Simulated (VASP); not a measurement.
A run of VASP 6.6.1 is set up as follows.

INCAR

```
PREC     = Accurate       # precision mode
ENCUT    = 520            # plane-wave cutoff, eV
EDIFF    = 1E-7           # SCF threshold, eV
ISMEAR   = 0              # smearing method
SIGMA    = 0.1            # smearing width, eV
LREAL    = False          # projectors in reciprocal space
LASPH    = True           # aspherical terms in the spheres
NELM     = 150            # most SCF steps
ALGO     = Normal         # electronic algorithm
ISIF     = 2              # what is computed and relaxed
LWAVE    = False          # write WAVECAR
LCHARG   = False          # write CHGCAR
ISPIN    = 2              # spin polarisation
MAGMOM   = 2.63 2.63 0 0 0 0 # initial moments
LORBIT   = 11             # projections on sites
LMAXMIX  = 4              # l up to which the mixer works
GGA      = PE             # functional
NBANDS   = 38             # bands
```

KPOINTS

```
regular mesh
0
Gamma
  8 8 12
```

The input POSCAR:

```
MnO2
1.0
    4.3982435354      0.0000000000      0.0000000000
    0.0000000000      4.3982435354      0.0000000000
    0.0000000000      0.0000000000      2.8563987883
Mn O
2 4
Direct
    0.0000000000      0.0000000000      0.0000000000
    0.5000000000      0.5000000000      0.5000000000
    0.3046731183      0.3046731183      0.0000000000
    0.1953268817      0.8046731183      0.5000000000
    0.6953268817      0.6953268817      0.0000000000
    0.8046731183      0.1953268817      0.5000000000
```

Potentials or basis: VASP PAW PBE potentials, release 64 (Mn_pv, O).

Run with:

```bash
$ cat potpaw_PBE.64/Mn_pv/POTCAR potpaw_PBE.64/O/POTCAR > POTCAR
$ mpirun -np 1 vasp_std > vasp.out
```

Estimate the site moments.

Mn +2.69; O +0.10 μB.

What does it give for the band gap on the k mesh?

Zero (filled and empty bands overlap).

Forces on the atoms (eV/Å):
```
Mn   0.000  0.000  0.000
Mn   0.000  0.000  0.000
O   -0.020 -0.020  0.000
O    0.020 -0.020  0.000
O    0.020  0.020  0.000
O   -0.020  0.020  0.000
```

Caveat: semilocal functionals often make such compounds metallic where correlation or magnetic order opens a gap, which also shifts bond lengths; only a ferromagnetic start was run, and an antiferromagnetic order may lie lower in energy. With open d or f shells a metallic result of PBE can be an artefact of self-interaction; +U or a hybrid may open a gap.
